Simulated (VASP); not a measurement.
# Hf in VASP: further runs, part 2 of 2

VASP 6.6.1. Earlier steps stand in the parts before.

### Step 6. Relaxation of cell and atoms, PBE

This run uses another cell than the first one: it holds 1 atom, not 2.

The input, INCAR:

```
PREC = Accurate
ENCUT = 600
EDIFF = 1E-6
ISMEAR = 0
SIGMA = 0.1
LREAL = False
LASPH = True
NELM = 80
ALGO = Fast
ISIF = 3
LWAVE = False
LCHARG = False
GGA = PE
IBRION = 2
NSW = 100
EDIFFG = -0.01
```

The input, KPOINTS:

```
Automatic mesh
0
Gamma
  24 24 24
```

The input, POSCAR:

```
Hf
1.0
   -1.5763045555      1.5763045555      2.2720491807
    1.5763045555     -1.5763045555      2.2720491807
    1.5763045555      1.5763045555     -2.2720491807
Hf
1
Direct
    0.0000000000      0.0000000000      0.0000000000
```

Potentials or basis: VASP PAW PBE potentials, release 64 (Hf_pv).

Started as:

```bash
$ cat potpaw_PBE.64/Hf_pv/POTCAR > POTCAR
$ mpirun -np 1 vasp_std > vasp.out
```

OUTCAR:

```text
PREC = Accurate
   ENCUT = 600
   EDIFF = 1E-6
   ISMEAR = 0
   LREAL = False
   LASPH = True
   NELM = 80
   ISIF = 3
   GGA = PE
   IBRION = 2
   NSW = 100
   EDIFFG = -0.01

 ion  position               nearest neighbor table
   1  0.000  0.000  0.000-

  LATTYP: Found a body centered tetragonal cell.
 ALAT       =     3.1526091110
 C/A-ratio  =     1.4413770313

  Lattice vectors:

 A1 = (  -1.5763045555,   1.5763045555,   2.2720491807)
 A2 = (   1.5763045555,  -1.5763045555,   2.2720491807)
 A3 = (   1.5763045555,   1.5763045555,  -2.2720491807)

Analysis of symmetry for initial positions (statically):
=====================================================================
 Subroutine PRICEL returns:
 Original cell was already a primitive cell.

 Routine SETGRP: Setting up the symmetry group for a
 body centered tetragonal supercell.

 Subroutine GETGRP returns: Found 16 space group operations
 (whereof 16 operations were pure point group operations)
 out of a pool of 16 trial point group operations.

The static configuration has the point symmetry D_4h.

Analysis of symmetry for dynamics (positions and initial velocities):
=====================================================================
 Subroutine PRICEL returns:
 Original cell was already a primitive cell.

 Routine SETGRP: Setting up the symmetry group for a
 body centered tetragonal supercell.

 Subroutine GETGRP returns: Found 16 space group operations
 (whereof 16 operations were pure point group operations)
 out of a pool of 16 trial point group operations.

The dynamic configuration has the point symmetry D_4h.

 Subroutine INISYM returns: Found 16 space group operations
 (whereof 16 operations are pure point group operations),
 and found     1 'primitive' translations

----------------------------------------------------------------------------------------

                                     Primitive cell

  volume of cell :      22.5818

  direct lattice vectors                    reciprocal lattice vectors
    -1.576304555  1.576304555  2.272049181     0.000000000  0.317197586  0.220065659
     1.576304555 -1.576304555  2.272049181     0.317197586  0.000000000  0.220065659
     1.576304555  1.576304555 -2.272049181     0.317197586  0.317197586  0.000000000

  length of vectors
     3.183029937  3.183029937  3.183029937     0.386061139  0.386061139  0.448585128

  position of ions in fractional coordinates (direct lattice)
     0.000000000  0.000000000  0.000000000

  ion indices of the primitive-cell ions
   primitive index   ion index
                 1           1

----------------------------------------------------------------------------------------

 KPOINTS: Automatic mesh

Automatic generation of k-mesh.
 Grid dimensions read from file:
 generate k-points for:   24   24   24

 Generating k-lattice:

  Cartesian coordinates                     Fractional coordinates (reciprocal lattice)
     0.000000000  0.013216566  0.009169402     0.041666667  0.000000000 -0.000000000
     0.013216566  0.000000000  0.009169402     0.000000000  0.041666667 -0.000000000
     0.013216566  0.013216566  0.000000000     0.000000000  0.000000000  0.041666667
[... 46 lines left out ...]
   NGXF,Y,Z  is equivalent  to a cutoff of  29.25, 29.25, 29.25 a.u.
 SYSTEM =  unknown system
   PREC   = accura    normal or accurate (medium, high low for compatibility)
   ISTART =      0    job   : 0-new  1-cont  2-samecut
   ICHARG =      2    charge: 1-file 2-atom 10-const
   ISPIN  =      1    spin polarized calculation?
   LNONCOLLINEAR =      F non collinear calculations
   LSORBIT =      F    spin-orbit coupling
   LASPH  =      T    aspherical Exc in radial PAW
   ENCUT  =  600.0 eV  44.10 Ry    6.64 a.u.   6.36  6.36  6.36*2*pi/ulx,y,z
   NELM   =     80;   NELMIN=  2; NELMDL= -5     # of ELM steps
   EDIFF  = 0.1E-05   stopping-criterion for ELM
   LREAL  =      F    real-space projection
   EDIFFG = -.1E-01   stopping-criterion for IOM
   NSW    =    100    number of steps for IOM
   IBRION =      2    ionic relax: 0-MD 1-quasi-New 2-CG
   NFREE  =      1    steps in history (QN), initial steepest desc. (CG)
   ISIF   =      3    stress and relaxation
   ISYM   =      2    0-nonsym 1-usesym 2-fastsym
   POTIM  = 0.5000    time-step for ionic-motion
   TEBEG  =    0.0;   TEEND  =   0.0 temperature during run
   PSTRESS=    0.0 pullay stress
   NELECT =      10.0000    total number of electrons
   NUPDOWN=      -1.0000    fix difference up-down
   EMIN   =  10.00;   EMAX   =-10.00  energy-range for DOS
   EFERMI =   0.00;   METHOD = LEGACY
   ISMEAR =     0;   SIGMA  =   0.10  broadening in eV -4-tet -1-fermi 0-gaus
   EFERMI_NEDOS =   21; number of points for ismear=-14 and -15
   IALGO  =     68    algorithm
   IMIX   =      4    mixing-type and parameters
     AMIX     =   0.40;   BMIX     =  1.00
     AMIX_MAG =   1.60;   BMIX_MAG =  1.00
  volume/ion in A,a.u.               =      22.58       152.39
  Fermi-wavevector in a.u.,A,eV,Ry     =   1.247830  2.358057 21.185364  1.557080
  Thomas-Fermi vector in A             =   2.381945
   LORBIT       =      0    0 simple, 1 ext, 2 COOP (PROOUT), +10 PAW based schemes
   GGA     = PE    functional components
   LHFCALC =     F    Hartree Fock is set to
   AEXX    =    0.0000 exact exchange contribution
   IVDW    =     0    specifies the selected vdW correction
   LEPSILON=     F    determine dielectric tensor
   LRPA    =     F    only Hartree local field effects (RPA)
 conjugate gradient relaxation of ions
 non-spin polarized calculation
 RMM-DIIS sequential band-by-band and
 Gauss-broadening in eV      SIGMA  =   0.10
  energy-cutoff  :      600.00
  volume of cell :       22.58
 maximum number of plane-waves:       772
 NGX is ok and might be reduce to    28

--------------------------------------- Ionic step        1  -------------------------------------------

 number of electron      10.0000001 magnetization

 Free energy of the ion-electron system (eV)
  ---------------------------------------------------
  ext. energy  EPLUGINS =         0.00000000
  ---------------------------------------------------
  free energy    TOTEN  =        -9.85586969 eV

  energy without entropy =       -9.84815504  energy(sigma->0) =       -9.85201237

------------------------ aborting loop because EDIFF is reached ----------------------------------------

  FORCE on cell =-STRESS in cart. coord.  units (eV):
  Direction    XX          YY          ZZ          XY          YZ          ZX
  --------------------------------------------------------------------------------------
  -------------------------------------------------------------------------------------
  Total       -0.0269281     -0.0269281     -0.1867448      0.0000000     -0.0000000      0.0000000
  in kB       -1.9105496     -1.9105496    -13.2495526      0.0000000     -0.0000000      0.0000000
  external PRESSURE =      -5.6902173 kB  Pullay stress =       0.0000000 kB
[... 162 lines left out ...]
--------------------------------------- Ionic step        6  -------------------------------------------

 number of electron      10.0000001 magnetization

 Free energy of the ion-electron system (eV)
  ---------------------------------------------------
  ext. energy  EPLUGINS =         0.00000000
  ---------------------------------------------------
  free energy    TOTEN  =        -9.85712737 eV

  energy without entropy =       -9.84966365  energy(sigma->0) =       -9.85339551

 E-fermi :   4.7170     XC(G=0): -11.2707

 val. band max:        4.7147832234   @ k =   0.3333   0.2500   0.0000
 cond. band min:       4.7198157052   @ k =  -0.2500   0.3333   0.2500
 fundamental gap:      0.0050324818
 Fermi energy:         4.7170193903

 k-point     1 :       0.0000    0.0000    0.0000
  band No.  band energies     occupation
      1     -25.3095      2.00000
      2     -25.3095      2.00000
      3     -25.3094      2.00000
      4      -2.4816      2.00000
      5       6.1170      0.00000
      6       6.1170      0.00000
      7       6.1243      0.00000
      8       8.8925      0.00000
      9       8.9032      0.00000
[... 265 lines left out ...]
 k-point    24 :       0.4583    0.0417    0.0000
  band No.  band energies     occupation
      1     -26.1012      2.00000
      2     -25.4274      2.00000
      3     -25.4164      2.00000
      4       1.1327      2.00000
      5       5.1610      0.00000
      6       5.8841      0.00000
      7       5.9554      0.00000
      8      10.8568      0.00000
      9      11.0902      0.00000

 [... further k-points ...]

------------------------ aborting loop because EDIFF is reached ----------------------------------------

  FORCE on cell =-STRESS in cart. coord.  units (eV):
  Direction    XX          YY          ZZ          XY          YZ          ZX
  --------------------------------------------------------------------------------------
  -------------------------------------------------------------------------------------
  Total        0.0030894      0.0030894      0.0078693      0.0000000     -0.0000000      0.0000000
  in kB        0.2205194      0.2205194      0.5616978      0.0000000     -0.0000000      0.0000000
  external PRESSURE =       0.3342455 kB  Pullay stress =       0.0000000 kB
[... 16 lines left out ...]
  FREE ENERGIE OF THE ION-ELECTRON SYSTEM (eV)
  ---------------------------------------------------
  free  energy   TOTEN  =        -9.8571273695 eV

  energy  without entropy=       -9.8496636537  energy(sigma->0) =       -9.85339551

 reached required accuracy - stopping structural energy minimisation
```

Run time: 28 min. Hardware: 1 thread of Oxide Virtual Turin-like, shared host; peak memory 0.39 GiB.

Results:

- Free energy: -9.8571 eV
- Relaxed volume: 22.45 Å³/atom
- Relaxed cell: a = 3.166 Å, b = 3.166 Å, c = 3.166 Å, α = 119.98°, β = 119.98°, γ = 90.04°
- Space group after relaxing (to 0.05 Å): Fm-3m (No. 225)
- Energy gained by relaxing: 1.3 meV/atom
- Ionic steps: 6
- Pressure after relaxing: 0.0 GPa
- Band gap on the k mesh: zero (band 5 reaches 6.12 eV, above the bottom of band 6 at 4.11 eV)

Step by step:
```
step  energy change (eV)  largest force (eV/Å)  pressure (GPa)  volume (Å³)
   1              0.0000                0.0000           -0.57        22.58
   2             -0.0006                0.0000            0.64        22.32
   3             -0.0007                0.0000            0.38        22.38
   4             -0.0012                0.0000            0.14        22.42
   5             -0.0013                0.0000            0.07        22.44
   6             -0.0013                0.0000            0.03        22.45
```

Final structure:
```
CELL_PARAMETERS angstrom
-1.58349 1.58349 2.23796
1.58349 -1.58349 2.23796
1.58349 1.58349 -2.23796
ATOMIC_POSITIONS crystal
Hf 0.00000 0.00000 0.00000
```

Caveat: spin-orbit coupling is left out, which moves the levels of the heavy elements.

### Step 7. The runs side by side

```tsv
task	cell	k mesh	cutoff (eV)	smearing	gap on the mesh (eV)	pressure (GPa)
single point	a = 3.148, b = 4.544, c = 3.157 Å, 2 atoms	6 × 4 × 6	520	gaussian 0.1 eV	none	-0.3
single point	a = 3.162, b = 5.504, c = 5.504 Å, angles 109.5, 90.0, 90.0°, 4 atoms	8 × 4 × 4	520	gaussian 0.2 eV	none	-0.4
single point	a = 3.171, b = 5.493, c = 5.493 Å, angles 109.5, 90.0, 90.0°, 4 atoms	8 × 4 × 4	520	gaussian 0.2 eV	none	-0.3
single point	a = 3.171 Å, angles 120.0, 120.0, 90.0°, 1 atom	24 × 24 × 24	520	gaussian 0.1 eV	none	-0.4
relaxation of cell and atoms	relaxed from a = 3.183 Å, angles 120.6, 120.6, 88.9°, 1 atom	24 × 24 × 24	600	gaussian 0.1 eV	none	0.0
```

Alike in all rows: level PBE; potentials or basis VASP PAW PBE potentials, release 64 (Hf_pv); no spin polarisation.

Caveats: spin-orbit coupling is left out, which moves the levels of the heavy elements.

Absolute energies hang on the potentials; compare differences alone.
